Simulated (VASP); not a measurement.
# Ba2CuSO2 (P4/mmm) in VASP: notebook

The runs below take Ba2CuSO2 through single point, with PBEsol+D3(BJ).

Program: VASP 6.6.1. These are calculated values, not measurements. Logs are shortened: lines on timing, memory, paths and dates and some standing lists are left out, and cuts for length are marked.

**1. The cell of the first run**

It takes space group P4/mmm (No. 123, tetragonal). The conventional cell has a = 3.941 Å, b = 3.941 Å, c = 7.300 Å, α = 90.00°, β = 90.00°, γ = 90.00°. Within 3.6 Å of Ba (site symmetry 4mm) lie 4 O at 2.72 Å and 4 S at 3.30 Å and 4 Cu at 3.36 Å and 1 Ba at 3.54 Å. Within 2.6 Å of Cu (site symmetry 4/mmm) lie 4 O at 1.97 Å. S (site symmetry 4/mmm) has 8 Ba at 3.30 Å and 2 Cu at 3.65 Å and 4 S at 3.94 Å and 8 O at 4.15 Å within 4.3 Å. O (site symmetry mmm) has 2 Cu at 1.97 Å within 2.6 Å.

**2. Single point, PBEsol+D3(BJ)**

File INCAR:

```
SYSTEM = Ba2CuSO2
  ALGO = Normal
  EDIFF = 1E-6
  ENCUT = 820
  GGA = PS
  GGA_COMPAT = .FALSE.
  ISIF = 2
  ISMEAR = -1
  IVDW = 12
  LASPH = .TRUE.
  LCHARG = .FALSE.
  LREAL = .FALSE.
  LWAVE = .FALSE.
  NBANDS = 38
  NELM = 120
  PREC = Accurate
  SIGMA = 0.1
```

File KPOINTS:

```
k-points
0
G
  6 6 3
  0 0 0
```

File POSCAR:

```
Ba2CuSO2
1.0
    3.9411785431      0.0000000000      0.0000000000
    0.0000000000      3.9411785431      0.0000000000
    0.0000000000      0.0000000000      7.3000735642
Ba Cu S O
2 1 1 2
Direct
    0.5000000000      0.5000000000      0.7574590000
    0.5000000000      0.5000000000      0.2425410000
    0.0000000000      0.0000000000      0.5000000000
    0.0000000000      0.0000000000      0.0000000000
    0.0000000000      0.5000000000      0.5000000000
    0.5000000000      0.0000000000      0.5000000000
```

Potentials or basis: VASP PAW PBE potentials, release 64 (Ba_sv, Cu_sv_GW, S, O).

The run is started by

```sh
cat potpaw_PBE.64/Ba_sv/POTCAR potpaw_PBE.64/Cu_sv_GW/POTCAR potpaw_PBE.64/S/POTCAR potpaw_PBE.64/O/POTCAR > POTCAR
mpirun -np 1 vasp_std > vasp.out
```

OUTCAR:

```text
SYSTEM = Ba2CuSO2
   EDIFF = 1E-6
   ENCUT = 820
   GGA = PS
   ISIF = 2
   ISMEAR = -1
   IVDW = 12
   LASPH = .TRUE.
   LREAL = .FALSE.
   NELM = 120
   PREC = Accurate
 IVDW          = 12

 ion  position               nearest neighbor table
   1  0.500  0.500  0.757-   5 2.72   6 2.72   6 2.72   5 2.72   4 3.30   4 3.30   4 3.30   4 3.30
                             3 3.36   3 3.36   3 3.36   3 3.36   2 3.54   2 3.76
   2  0.500  0.500  0.243-   5 2.72   6 2.72   6 2.72   5 2.72   4 3.30   4 3.30   4 3.30   4 3.30
                             3 3.36   3 3.36   3 3.36   3 3.36   1 3.54   1 3.76
   3  0.000  0.000  0.500-   5 1.97   6 1.97   5 1.97   6 1.97   1 3.36   2 3.36   1 3.36   1 3.36
                             2 3.36   2 3.36   1 3.36   2 3.36
   4  0.000  0.000  0.000-   1 3.30   2 3.30   1 3.30   2 3.30   1 3.30   2 3.30   1 3.30   2 3.30

   5  0.000  0.500  0.500-   3 1.97   3 1.97   1 2.72   2 2.72   1 2.72   2 2.72
   6  0.500  0.000  0.500-   3 1.97   3 1.97   1 2.72   1 2.72   2 2.72   2 2.72

  LATTYP: Found a simple tetragonal cell.
 ALAT       =     3.9411785431
 C/A-ratio  =     1.8522564975

  Lattice vectors:

 A1 = (   3.9411785431,   0.0000000000,   0.0000000000)
 A2 = (   0.0000000000,   3.9411785431,   0.0000000000)
 A3 = (   0.0000000000,   0.0000000000,   7.3000735642)

Analysis of symmetry for initial positions (statically):
=====================================================================
 Subroutine PRICEL returns:
 Original cell was already a primitive cell.

 Routine SETGRP: Setting up the symmetry group for a
 simple tetragonal supercell.

 Subroutine GETGRP returns: Found 16 space group operations
 (whereof 16 operations were pure point group operations)
 out of a pool of 16 trial point group operations.

The static configuration has the point symmetry D_4h.

Analysis of symmetry for dynamics (positions and initial velocities):
=====================================================================
 Subroutine PRICEL returns:
 Original cell was already a primitive cell.

 Routine SETGRP: Setting up the symmetry group for a
 simple tetragonal supercell.

 Subroutine GETGRP returns: Found 16 space group operations
 (whereof 16 operations were pure point group operations)
 out of a pool of 16 trial point group operations.

The dynamic configuration has the point symmetry D_4h.

 Subroutine INISYM returns: Found 16 space group operations
 (whereof 16 operations are pure point group operations),
 and found     1 'primitive' translations

----------------------------------------------------------------------------------------

                                     Primitive cell

  volume of cell :     113.3912

  direct lattice vectors                    reciprocal lattice vectors
     3.941178543  0.000000000  0.000000000     0.253731210  0.000000000  0.000000000
     0.000000000  3.941178543  0.000000000     0.000000000  0.253731210  0.000000000
     0.000000000  0.000000000  7.300073564     0.000000000  0.000000000  0.136984921

  length of vectors
     3.941178543  3.941178543  7.300073564     0.253731210  0.253731210  0.136984921

  position of ions in fractional coordinates (direct lattice)
     0.500000000  0.500000000  0.757459000
     0.500000000  0.500000000  0.242541000
     0.000000000  0.000000000  0.500000000
     0.000000000  0.000000000  0.000000000
     0.000000000  0.500000000  0.500000000
     0.500000000  0.000000000  0.500000000

  ion indices of the primitive-cell ions
   primitive index   ion index
                 1           1
                 2           2
                 3           3
                 4           4
                 5           5
                 6           6

----------------------------------------------------------------------------------------

 KPOINTS: k-points

Automatic generation of k-mesh.
 Grid dimensions read from file:
 generate k-points for:    6    6    3

 Generating k-lattice:

  Cartesian coordinates                     Fractional coordinates (reciprocal lattice)
     0.042288535  0.000000000  0.000000000     0.166666667  0.000000000  0.000000000
     0.000000000  0.042288535  0.000000000     0.000000000  0.166666667  0.000000000
     0.000000000  0.000000000  0.045661640     0.000000000  0.000000000  0.333333333

  Length of vectors
     0.042288535  0.042288535  0.045661640

  Shift w.r.t. Gamma in fractional coordinates (k-lattice)
     0.000000000  0.000000000  0.000000000

 Subroutine IBZKPT returns following result:
 ===========================================

 Found     20 irreducible k-points:

 Following reciprocal coordinates:
            Coordinates               Weight
  0.000000  0.000000  0.000000      1.000000
  0.166667  0.000000  0.000000      4.000000
  0.333333  0.000000  0.000000      4.000000
  0.500000  0.000000  0.000000      2.000000
  0.166667  0.166667  0.000000      4.000000
  0.333333  0.166667  0.000000      8.000000
[... 12 lines left out ...]
  0.500000  0.333333  0.333333      8.000000
  0.500000  0.500000  0.333333      2.000000
   k-points           NKPTS =     20   k-points in BZ     NKDIM =     20   number of bands    NBANDS=     38
   number of dos      NEDOS =    301   number of ions     NIONS =      6
   total plane-waves  NPLWV = 112000
   dimension x,y,z NGX =    40 NGY =   40 NGZ =   70
   dimension x,y,z NGXF=    80 NGYF=   80 NGZF=  140
   ions per type =               2   1   1   2
   NGX,Y,Z   is equivalent  to a cutoff of  16.87, 16.87, 15.94 a.u.
   NGXF,Y,Z  is equivalent  to a cutoff of  33.75, 33.75, 31.88 a.u.
 SYSTEM =  Ba2CuSO2
   PREC   = accura    normal or accurate (medium, high low for compatibility)
   ISTART =      0    job   : 0-new  1-cont  2-samecut
   ICHARG =      2    charge: 1-file 2-atom 10-const
   ISPIN  =      1    spin polarized calculation?
   LNONCOLLINEAR =      F non collinear calculations
   LSORBIT =      F    spin-orbit coupling
   LASPH  =      T    aspherical Exc in radial PAW
   ENCUT  =  820.0 eV  60.27 Ry    7.76 a.u.   9.20  9.20 17.04*2*pi/ulx,y,z
   NELM   =    120;   NELMIN=  2; NELMDL= -5     # of ELM steps
   EDIFF  = 0.1E-05   stopping-criterion for ELM
   LREAL  =      F    real-space projection
   EDIFFG = 0.1E-04   stopping-criterion for IOM
   NSW    =      0    number of steps for IOM
   IBRION =     -1    ionic relax: 0-MD 1-quasi-New 2-CG
   NFREE  =      0    steps in history (QN), initial steepest desc. (CG)
   ISIF   =      2    stress and relaxation
   ISYM   =      2    0-nonsym 1-usesym 2-fastsym
   POTIM  = 0.5000    time-step for ionic-motion
   TEBEG  =    0.0;   TEEND  =   0.0 temperature during run
   PSTRESS=    0.0 pullay stress
   NELECT =      57.0000    total number of electrons
   NUPDOWN=      -1.0000    fix difference up-down
   EMIN   =  10.00;   EMAX   =-10.00  energy-range for DOS
   EFERMI =   0.00;   METHOD = LEGACY
   ISMEAR =    -1;   SIGMA  =   0.10  broadening in eV -4-tet -1-fermi 0-gaus
   EFERMI_NEDOS =   21; number of points for ismear=-14 and -15
   IALGO  =     38    algorithm
   IMIX   =      4    mixing-type and parameters
     AMIX     =   0.40;   BMIX     =  1.00
     AMIX_MAG =   1.60;   BMIX_MAG =  1.00
  volume/ion in A,a.u.               =      18.90       127.53
  Fermi-wavevector in a.u.,A,eV,Ry     =   1.301687  2.459832 23.053569  1.694390
  Thomas-Fermi vector in A             =   2.432805
   LORBIT       =      0    0 simple, 1 ext, 2 COOP (PROOUT), +10 PAW based schemes
   GGA     = PS    functional components
   LHFCALC =     F    Hartree Fock is set to
   AEXX    =    0.0000 exact exchange contribution
   IVDW    =    12    specifies the selected vdW correction
   LEPSILON=     F    determine dielectric tensor
   LRPA    =     F    only Hartree local field effects (RPA)
 non-spin polarized calculation
  energy-cutoff  :      820.00
  volume of cell :      113.39
 maximum number of plane-waves:      6066
 NGX is ok and might be reduce to    40
   NGX = 19   NGY = 19   NGZ = 35

 number of electron      56.9999992 magnetization

 Free energy of the ion-electron system (eV)
  ---------------------------------------------------
  ext. energy  EPLUGINS =         0.00000000
  ---------------------------------------------------
  free energy    TOTEN  =       -34.31960266 eV

  energy without entropy =      -34.27403304  energy(sigma->0) =      -34.29681785

 E-fermi :   3.2473     XC(G=0): -10.4475

 val. band max:        2.9743824143   @ k =   0.0000   0.0000   0.0000
 cond. band min:       3.3021292584   @ k =   0.3333   0.1667   0.0000
 fundamental gap:      0.3277468441
 Fermi energy:         3.2473033700

 k-point     1 :       0.0000    0.0000    0.0000
  band No.  band energies     occupation
      1    -108.8946      2.00000
      2     -66.5363      2.00000
      3     -66.5363      2.00000
      4     -66.1874      2.00000
      5     -23.1139      2.00000
      6     -22.9108      2.00000
[... 30 lines left out ...]
     37      10.6649      0.00000
     38      10.6756      0.00000

 k-point     2 :       0.1667    0.0000    0.0000
  band No.  band energies     occupation
      1    -108.8946      2.00000
      2     -66.5364      2.00000
      3     -66.5363      2.00000
      4     -66.1874      2.00000
      5     -23.0908      2.00000
      6     -22.8935      2.00000
[... 30 lines left out ...]
     37       9.6956      0.00000
     38      10.8450      0.00000

 k-point     3 :       0.3333    0.0000    0.0000
  band No.  band energies     occupation
      1    -108.8945      2.00000
      2     -66.5365      2.00000
      3     -66.5363      2.00000
      4     -66.1873      2.00000
      5     -23.0437      2.00000
      6     -22.8584      2.00000
[... 30 lines left out ...]
     37       9.4387      0.00000
     38      10.4124      0.00000

 k-point     4 :       0.5000    0.0000    0.0000
  band No.  band energies     occupation
      1    -108.8946      2.00000
      2     -66.5366      2.00000
      3     -66.5363      2.00000
      4     -66.1873      2.00000
      5     -23.0198      2.00000
      6     -22.8406      2.00000
[... 30 lines left out ...]
     37       9.3958      0.00000
     38       9.9222      0.00000
[... 539 lines left out ...]
      4     -66.1873      2.00000
      5     -22.9388      2.00000
      6     -22.8487      2.00000
[... 30 lines left out ...]
     37      10.1405      0.00000
     38      10.5122      0.00000

 k-point    19 :       0.5000    0.3333    0.3333
  band No.  band energies     occupation
      1    -108.8945      2.00000
      2     -66.5365      2.00000
      3     -66.5365      2.00000
      4     -66.1873      2.00000
      5     -22.9182      2.00000
      6     -22.8295      2.00000
[... 30 lines left out ...]
     37      10.9067      0.00000
     38      11.0905      0.00000

 k-point    20 :       0.5000    0.5000    0.3333
  band No.  band energies     occupation
      1    -108.8946      2.00000
      2     -66.5365      2.00000
      3     -66.5365      2.00000
      4     -66.1874      2.00000
      5     -22.8981      2.00000
      6     -22.8105      2.00000
[... 30 lines left out ...]
     37      11.7408      0.00000
     38      12.2318      0.00000

------------------------ aborting loop because EDIFF is reached ----------------------------------------

 Edisp (eV)   -1.74918

 E8    (eV) :    -1.2383

  FORCE on cell =-STRESS in cart. coord.  units (eV):
  Direction    XX          YY          ZZ          XY          YZ          ZX
  --------------------------------------------------------------------------------------
  -------------------------------------------------------------------------------------
  Total      -1.81758    -1.81758    -1.88334     0.00000    -0.00000     0.00000
  in kB     -25.68171   -25.68171   -26.61094     0.00000    -0.00000     0.00000
  external pressure =      -25.99 kB  Pullay stress =        0.00 kB

 VOLUME and BASIS-vectors are now :
 -----------------------------------------------------------------------------
  energy-cutoff  :      820.00
  volume of cell :      113.39
      direct lattice vectors                 reciprocal lattice vectors
     3.941178543  0.000000000  0.000000000     0.253731210  0.000000000  0.000000000
     0.000000000  3.941178543  0.000000000     0.000000000  0.253731210  0.000000000
     0.000000000  0.000000000  7.300073564     0.000000000  0.000000000  0.136984921

 POSITION                                       TOTAL-FORCE (eV/Angst)
 -----------------------------------------------------------------------------------
      1.97059      1.97059      5.52951         0.000000     -0.000000     -0.076099
      1.97059      1.97059      1.77057        -0.000000     -0.000000      0.076099
      0.00000      0.00000      3.65004        -0.000000      0.000000      0.000000
      0.00000      0.00000      0.00000        -0.000000      0.000000      0.000000
      0.00000      1.97059      3.65004        -0.000000      0.000000      0.000000
      1.97059      0.00000      3.65004        -0.000000      0.000000      0.000000
 -----------------------------------------------------------------------------------
    total drift:                                0.000000      0.000000      0.000000

  FREE ENERGIE OF THE ION-ELECTRON SYSTEM (eV)
  ---------------------------------------------------
  free  energy   TOTEN  =       -36.0687845026 eV

  energy  without entropy=      -36.0232148793  energy(sigma->0) =      -36.04599969
```

It took 3.7 min on 1 thread of Intel Xeon Platinum 8488C (Sapphire Rapids), shared host; peak memory 0.48 GiB.

Results:

```
Free energy                : -36.0688 eV
Pressure                   : -2.6 GPa
Largest force              : 0.076 eV/Å
Band gap on the k mesh     : zero (an odd number of electrons rules out a gap without spin polarisation)
Dispersion energy per atom : -0.292 eV
```

Forces on the atoms (eV/Å):
```
Ba   0.000  0.000 -0.076
Ba   0.000  0.000  0.076
Cu   0.000  0.000  0.000
S    0.000  0.000  0.000
O    0.000  0.000  0.000
O    0.000  0.000  0.000
```

Caveat: the PAW data sets were made with another functional, which shifts forces and pressure a little; spin-orbit coupling is left out, which moves the levels of the heavy elements; an odd number of electrons without spin polarisation forces a metal; a magnetic or distorted state may lie lower; semilocal functionals often make such compounds metallic where correlation or magnetic order opens a gap, which also shifts bond lengths.

**3. Single point, PBEsol+D3(BJ)**

This run uses another cell than the first one, of 18.11 Å³/atom.

File INCAR:

```
PREC = Accurate ; ENCUT = 820
EDIFF = 1E-6 ; ISMEAR = -1
SIGMA = 0.1 ; LREAL = F
LASPH = T ; NELM = 120
ALGO = Normal ; ISIF = 2
LWAVE = F ; LCHARG = T
GGA = PS ; IVDW = 12
LELF = T ; LVHAR = T
NBANDS = 38 ; GGA_COMPAT = F
```

File KPOINTS:

```
Automatic mesh
0
Gamma
  6 6 3
```

POSCAR: that of step 2 with these lines changed.

```diff
@@ -2,5 +2,5 @@
 1.0
-    3.9411785431      0.0000000000      0.0000000000
-    0.0000000000      3.9411785431      0.0000000000
-    0.0000000000      0.0000000000      7.3000735642
+    3.8856615912      0.0000000000      0.0000000000
+    0.0000000000      3.8856615912      0.0000000000
+    0.0000000000      0.0000000000      7.1972419292
 Ba Cu S O
```

Potentials or basis: VASP PAW PBE potentials, release 64 (Ba_sv, Cu_sv_GW, S, O).

The run is started by

```sh
cat potpaw_PBE.64/Ba_sv/POTCAR potpaw_PBE.64/Cu_sv_GW/POTCAR potpaw_PBE.64/S/POTCAR potpaw_PBE.64/O/POTCAR > POTCAR
mpirun -np 1 vasp_std > vasp.out
```

OUTCAR:

```text
PREC = Accurate
   ENCUT = 820
   EDIFF = 1E-6
   ISMEAR = -1
   LREAL = F
   LASPH = T
   NELM = 120
   ISIF = 2
   GGA = PS
   IVDW = 12
 IVDW          = 12

 ion  position               nearest neighbor table
   1  0.500  0.500  0.757-   5 2.68   6 2.68   6 2.68   5 2.68   4 3.26   4 3.26   4 3.26   4 3.26
                             3 3.31   3 3.31   3 3.31   3 3.31   2 3.49   2 3.71
   2  0.500  0.500  0.243-   5 2.68   6 2.68   6 2.68   5 2.68   4 3.26   4 3.26   4 3.26   4 3.26
                             3 3.31   3 3.31   3 3.31   3 3.31   1 3.49   1 3.71
[... 1029 lines left out ...]
  -------------------------------------------------------------------------------------
  Total       1.02644     1.02644     0.35599     0.00000     0.00000     0.00000
  in kB      15.13381    15.13381     5.24877     0.00000     0.00000     0.00000
  external pressure =       11.84 kB  Pullay stress =        0.00 kB

 VOLUME and BASIS-vectors are now :
 -----------------------------------------------------------------------------
  energy-cutoff  :      820.00
  volume of cell :      108.67
      direct lattice vectors                 reciprocal lattice vectors
     3.885661591  0.000000000  0.000000000     0.257356431  0.000000000  0.000000000
     0.000000000  3.885661591  0.000000000     0.000000000  0.257356431  0.000000000
     0.000000000  0.000000000  7.197241929     0.000000000  0.000000000  0.138942113

 POSITION                                       TOTAL-FORCE (eV/Angst)
 -----------------------------------------------------------------------------------
      1.94283      1.94283      5.45162         0.000000     -0.000000      0.215063
      1.94283      1.94283      1.74563        -0.000000      0.000000     -0.215063
      0.00000      0.00000      3.59862         0.000000      0.000000      0.000000
      0.00000      0.00000      0.00000         0.000000      0.000000      0.000000
      0.00000      1.94283      3.59862         0.000000      0.000000      0.000000
      1.94283      0.00000      3.59862         0.000000      0.000000      0.000000
 -----------------------------------------------------------------------------------
    total drift:                               -0.000000     -0.000000      0.000000

  FREE ENERGIE OF THE ION-ELECTRON SYSTEM (eV)
  ---------------------------------------------------
  free  energy   TOTEN  =       -36.0856135462 eV

  energy  without entropy=      -36.0433821125  energy(sigma->0) =      -36.06449783
```

Wall time 100 s (1 thread of AMD EPYC 9R45 (Zen 5), shared host); peak memory 0.4 GiB.

Results:

```yaml
Free_energy: -36.0856 eV
Pressure: 1.2 GPa
Largest_force: 0.215 eV/Å
Band_gap_on_the_k_mesh: zero (an odd number of electrons rules out a gap without spin polarisation)
Dispersion_energy_per_atom: -0.305 eV
```

Forces on the atoms (eV/Å):
```
Ba   0.000  0.000  0.215
Ba   0.000  0.000 -0.215
Cu   0.000  0.000  0.000
S    0.000  0.000  0.000
O    0.000  0.000  0.000
O    0.000  0.000  0.000
```

Caveat: the PAW data sets were made with another functional, which shifts forces and pressure a little; spin-orbit coupling is left out, which moves the levels of the heavy elements; an odd number of electrons without spin polarisation forces a metal; a magnetic or distorted state may lie lower; semilocal functionals often make such compounds metallic where correlation or magnetic order opens a gap, which also shifts bond lengths. With open d or f shells a metallic result of PBEsol can be an artefact of self-interaction; +U or a hybrid may open a gap.

The gap in the log of VASP goes by the Fermi energy; the results here count the filled bands.